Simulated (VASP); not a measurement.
# Cd (P6_3/mmc) in VASP: further runs

Runs on Cd. Level: PBE. Tasks: single point, relaxation of cell and atoms.

Everything below comes from runs of VASP 6.6.1. Logs are shortened: lines on timing, memory, paths and dates and some standing lists are left out, and cuts for length are marked.

### 1 The cell of the first run

The structure is hexagonal, space group P6_3/mmc (No. 194). The conventional cell has a = 3.015 Å, b = 3.015 Å, c = 5.828 Å, α = 90.00°, β = 90.00°, γ = 120.00°. Within 4.0 Å of Cd (site symmetry -6m2) lie 12 Cd at 3.01 to 3.39 Å.

### 2 Single point, PBE

Contents of INCAR:

```
PREC     = Accurate       # precision mode
ENCUT    = 520            # plane-wave cutoff, eV
EDIFF    = 1E-6           # SCF threshold, eV
ISMEAR   = 0              # smearing method
SIGMA    = 0.1            # smearing width, eV
LREAL    = F              # projectors in reciprocal space
LASPH    = T              # aspherical terms in the spheres
NELM     = 100            # most SCF steps
ALGO     = Fast           # electronic algorithm
ISIF     = 2              # what is computed and relaxed
LWAVE    = F              # write WAVECAR
LCHARG   = T              # write CHGCAR
GGA      = PE             # functional
LELF     = T              # ELF
LVHAR    = T            
NBANDS   = 19             # bands
```

Contents of KPOINTS:

```
regular mesh
0
Gamma
  18 18 8
```

Contents of POSCAR:

```
Cd
1.0
    3.0148512740      0.0000000000      0.0000000000
   -1.5074256370      2.6109377919      0.0000000000
    0.0000000000      0.0000000000      5.8276344025
Cd
2
Direct
    0.3333333333      0.6666666667      0.2500000000
    0.6666666667      0.3333333333      0.7500000000
```

Potentials or basis: VASP PAW PBE potentials, release 64 (Cd).

Command:

```sh
$ cat potpaw_PBE.64/Cd/POTCAR > POTCAR
$ mpirun -np 1 vasp_std > vasp.out
```

OUTCAR:

```text
PREC = Accurate
   ENCUT = 520
   EDIFF = 1E-6
   ISMEAR = 0
   LREAL = F
   LASPH = T
   NELM = 100
   ISIF = 2
   GGA = PE

 ion  position               nearest neighbor table
   1  0.333  0.667  0.250-   2 3.39   2 3.39   2 3.39   2 3.39   2 3.39   2 3.39
   2  0.667  0.333  0.750-   1 3.39   1 3.39   1 3.39   1 3.39   1 3.39   1 3.39

  LATTYP: Found a hexagonal cell.
 ALAT       =     3.0148512740
 C/A-ratio  =     1.9329757500

  Lattice vectors:

 A1 = (   3.0148512740,   0.0000000000,   0.0000000000)
 A2 = (  -1.5074256370,   2.6109377919,   0.0000000000)
 A3 = (   0.0000000000,   0.0000000000,   5.8276344025)

Analysis of symmetry for initial positions (statically):
=====================================================================
 Subroutine PRICEL returns:
 Original cell was already a primitive cell.

 Routine SETGRP: Setting up the symmetry group for a
 hexagonal supercell.

 Subroutine GETGRP returns: Found 24 space group operations
 (whereof 12 operations were pure point group operations)
 out of a pool of 24 trial point group operations.

The static configuration has the point symmetry D_3d.
 The point group associated with its full space group is D_6h.

Analysis of symmetry for dynamics (positions and initial velocities):
=====================================================================
 Subroutine PRICEL returns:
 Original cell was already a primitive cell.

 Routine SETGRP: Setting up the symmetry group for a
 hexagonal supercell.

 Subroutine GETGRP returns: Found 24 space group operations
 (whereof 12 operations were pure point group operations)
 out of a pool of 24 trial point group operations.

The dynamic configuration has the point symmetry D_3d.
 The point group associated with its full space group is D_6h.

 Subroutine INISYM returns: Found 24 space group operations
 (whereof 12 operations are pure point group operations),
 and found     1 'primitive' translations

----------------------------------------------------------------------------------------

                                     Primitive cell

  volume of cell :      45.8727

  direct lattice vectors                    reciprocal lattice vectors
     3.014851274  0.000000000  0.000000000     0.331691320  0.191502073  0.000000000
    -1.507425637  2.610937792  0.000000000     0.000000000  0.383004146  0.000000000
     0.000000000  0.000000000  5.827634403     0.000000000  0.000000000  0.171596214

  length of vectors
     3.014851274  3.014851274  5.827634403     0.383004146  0.383004146  0.171596214

  position of ions in fractional coordinates (direct lattice)
     0.333333333  0.666666667  0.250000000
     0.666666667  0.333333333  0.750000000

  ion indices of the primitive-cell ions
   primitive index   ion index
                 1           1
                 2           2

----------------------------------------------------------------------------------------

 KPOINTS: regular mesh

Automatic generation of k-mesh.
 Grid dimensions read from file:
 generate k-points for:   18   18    8

 Generating k-lattice:

  Cartesian coordinates                     Fractional coordinates (reciprocal lattice)
     0.018427296  0.010639004  0.000000000     0.055555556  0.000000000  0.000000000
     0.000000000  0.021278008  0.000000000     0.000000000  0.055555556  0.000000000
     0.000000000  0.000000000  0.021449527     0.000000000  0.000000000  0.125000000

  Length of vectors
     0.021278008  0.021278008  0.021449527

  Shift w.r.t. Gamma in fractional coordinates (k-lattice)
     0.000000000  0.000000000  0.000000000

 Subroutine IBZKPT returns following result:
 ===========================================

 Found    185 irreducible k-points:

 Following reciprocal coordinates:
            Coordinates               Weight
  0.000000  0.000000  0.000000      1.000000
  0.055556  0.000000  0.000000      6.000000
  0.111111  0.000000  0.000000      6.000000
  0.166667 -0.000000  0.000000      6.000000
  0.222222 -0.000000  0.000000      6.000000
  0.277778  0.000000  0.000000      6.000000
[... 16 lines left out ...]
  0.333333  0.111111  0.000000     12.000000
  0.388889  0.111111  0.000000     12.000000
 [... further k-points ...]
   k-points           NKPTS =    185   k-points in BZ     NKDIM =    185   number of bands    NBANDS=     19
   number of dos      NEDOS =    301   number of ions     NIONS =      2
   total plane-waves  NPLWV =  27648
   dimension x,y,z NGX =    24 NGY =   24 NGZ =   48
   dimension x,y,z NGXF=    48 NGYF=   48 NGZF=   96
   ions per type =               2
   NGX,Y,Z   is equivalent  to a cutoff of  13.23, 13.23, 13.69 a.u.
   NGXF,Y,Z  is equivalent  to a cutoff of  26.47, 26.47, 27.39 a.u.
 SYSTEM =  unknown system
   PREC   = accura    normal or accurate (medium, high low for compatibility)
   ISTART =      0    job   : 0-new  1-cont  2-samecut
   ICHARG =      2    charge: 1-file 2-atom 10-const
   ISPIN  =      1    spin polarized calculation?
   LNONCOLLINEAR =      F non collinear calculations
   LSORBIT =      F    spin-orbit coupling
   LASPH  =      T    aspherical Exc in radial PAW
   ENCUT  =  520.0 eV  38.22 Ry    6.18 a.u.   5.61  5.61 10.84*2*pi/ulx,y,z
   NELM   =    100;   NELMIN=  2; NELMDL= -5     # of ELM steps
   EDIFF  = 0.1E-05   stopping-criterion for ELM
   LREAL  =      F    real-space projection
   EDIFFG = 0.1E-04   stopping-criterion for IOM
   NSW    =      0    number of steps for IOM
   IBRION =     -1    ionic relax: 0-MD 1-quasi-New 2-CG
   NFREE  =      0    steps in history (QN), initial steepest desc. (CG)
   ISIF   =      2    stress and relaxation
   ISYM   =      2    0-nonsym 1-usesym 2-fastsym
   POTIM  = 0.5000    time-step for ionic-motion
   TEBEG  =    0.0;   TEEND  =   0.0 temperature during run
   PSTRESS=    0.0 pullay stress
   NELECT =      24.0000    total number of electrons
   NUPDOWN=      -1.0000    fix difference up-down
   EMIN   =  10.00;   EMAX   =-10.00  energy-range for DOS
   EFERMI =   0.00;   METHOD = LEGACY
   ISMEAR =     0;   SIGMA  =   0.10  broadening in eV -4-tet -1-fermi 0-gaus
   EFERMI_NEDOS =   21; number of points for ismear=-14 and -15
   IALGO  =     68    algorithm
   IMIX   =      4    mixing-type and parameters
     AMIX     =   0.40;   BMIX     =  1.00
     AMIX_MAG =   1.60;   BMIX_MAG =  1.00
  volume/ion in A,a.u.               =      22.94       154.78
  Fermi-wavevector in a.u.,A,eV,Ry     =   1.319148  2.492829 23.676214  1.740153
  Thomas-Fermi vector in A             =   2.449067
   LORBIT       =      0    0 simple, 1 ext, 2 COOP (PROOUT), +10 PAW based schemes
   GGA     = PE    functional components
   LHFCALC =     F    Hartree Fock is set to
   AEXX    =    0.0000 exact exchange contribution
   IVDW    =     0    specifies the selected vdW correction
   LEPSILON=     F    determine dielectric tensor
   LRPA    =     F    only Hartree local field effects (RPA)
 non-spin polarized calculation
 RMM-DIIS sequential band-by-band and
 Gauss-broadening in eV      SIGMA  =   0.10
  energy-cutoff  :      520.00
  volume of cell :       45.87
 maximum number of plane-waves:      1270
 NGX is ok and might be reduce to    24
   NGX = 11   NGY = 11   NGZ = 21

 number of electron      23.9999993 magnetization

 Free energy of the ion-electron system (eV)
  ---------------------------------------------------
  ext. energy  EPLUGINS =         0.00000000
  ---------------------------------------------------
  free energy    TOTEN  =        -1.49553829 eV

  energy without entropy =       -1.49270046  energy(sigma->0) =       -1.49411937

 E-fermi :   2.6010     XC(G=0): -10.7087

 val. band max:        2.5743539061   @ k =   0.5000   0.0000   0.5000
 cond. band min:       2.6015170940   @ k =   0.2222   0.0556   0.1250
 fundamental gap:      0.0271631879
 Fermi energy:         2.6009736167

 k-point     1 :       0.0000    0.0000    0.0000
  band No.  band energies     occupation
      1      -7.1344      2.00000
      2      -6.9350      2.00000
      3      -6.5826      2.00000
      4      -6.5826      2.00000
      5      -6.5439      2.00000
      6      -6.5439      2.00000
[... 11 lines left out ...]
     18      17.1890      0.00000
     19      18.1023      0.00000

 k-point     2 :       0.0556    0.0000    0.0000
  band No.  band energies     occupation
      1      -7.1040      2.00000
      2      -6.9082      2.00000
      3      -6.5935      2.00000
      4      -6.5560      2.00000
      5      -6.5542      2.00000
      6      -6.5180      2.00000
[... 11 lines left out ...]
     18      16.8116      0.00000
     19      18.3941      0.00000

 k-point     3 :       0.1111    0.0000    0.0000
  band No.  band energies     occupation
      1      -7.0272      2.00000
      2      -6.8463      2.00000
      3      -6.6207      2.00000
      4      -6.5738      2.00000
      5      -6.4787      2.00000
      6      -6.4430      2.00000
[... 11 lines left out ...]
     18      16.4202      0.00000
     19      18.0736      0.00000

 k-point     4 :       0.1667   -0.0000    0.0000
  band No.  band energies     occupation
      1      -6.9643      2.00000
      2      -6.7879      2.00000
      3      -6.6581      2.00000
      4      -6.5416      2.00000
      5      -6.3579      2.00000
      6      -6.3259      2.00000
[... 407 lines left out ...]
     18      13.7907      0.00000
     19      14.6111      0.00000

 k-point    23 :       0.3333    0.1111    0.0000
  band No.  band energies     occupation
      1      -7.1024      2.00000
      2      -6.9366      2.00000
      3      -6.8224      2.00000
      4      -6.4957      2.00000
      5      -6.3275      2.00000
      6      -6.3193      2.00000
[... 11 lines left out ...]
     18      13.3352      0.00000
     19      14.3308      0.00000

 k-point    24 :       0.3889    0.1111    0.0000
  band No.  band energies     occupation
      1      -7.1472      2.00000
      2      -6.9798      2.00000
      3      -6.8810      2.00000
      4      -6.5185      2.00000
      5      -6.3554      2.00000
      6      -6.2623      2.00000
[... 11 lines left out ...]
     18      13.0484      0.00000
     19      14.1480      0.00000

 [... further k-points ...]

------------------------ aborting loop because EDIFF is reached ----------------------------------------

  FORCE on cell =-STRESS in cart. coord.  units (eV):
  Direction    XX          YY          ZZ          XY          YZ          ZX
  --------------------------------------------------------------------------------------
  -------------------------------------------------------------------------------------
  Total        0.0945357      0.0945357      0.0479686      0.0000000      0.0000000      0.0000000
  in kB        3.3018077      3.3018077      1.6753767      0.0000000      0.0000000      0.0000000
  external PRESSURE =       2.7596640 kB  Pullay stress =       0.0000000 kB

 VOLUME and BASIS-vectors are now :
 -----------------------------------------------------------------------------
  energy-cutoff  :      520.00
  volume of cell :       45.87
      direct lattice vectors                 reciprocal lattice vectors
     3.014851274  0.000000000  0.000000000     0.331691320  0.191502073  0.000000000
    -1.507425637  2.610937792  0.000000000     0.000000000  0.383004146  0.000000000
     0.000000000  0.000000000  5.827634403     0.000000000  0.000000000  0.171596214

 POSITION                                       TOTAL-FORCE (eV/Angst)
 -----------------------------------------------------------------------------------
     -0.00000      1.74063      1.45691         0.000000      0.000000      0.000000
      1.50743      0.87031      4.37073         0.000000      0.000000      0.000000
 -----------------------------------------------------------------------------------
    total drift:                                0.000000     -0.000000      0.000000

  FREE ENERGIE OF THE ION-ELECTRON SYSTEM (eV)
  ---------------------------------------------------
  free  energy   TOTEN  =        -1.4955382936 eV

  energy  without entropy=       -1.4927004560  energy(sigma->0) =       -1.49411937
```

It took 43 s on 1 thread of Intel Xeon 6975P-C (Granite Rapids), shared host; peak memory 0.26 GiB.

What came out:

| Quantity | Value |
| --- | --- |
| Free energy | -1.4955 eV |
| Pressure | 0.3 GPa |
| Band gap on the k mesh | zero (bands 12 and 13 overlap by 4.45 eV) |

Stress tensor (GPa, compression positive):
```
0.33 0.00 0.00
0.00 0.33 0.00
0.00 0.00 0.17
```

[end of part 1 of 2]

The gap in the log of VASP goes by the Fermi energy; the results here count the filled bands.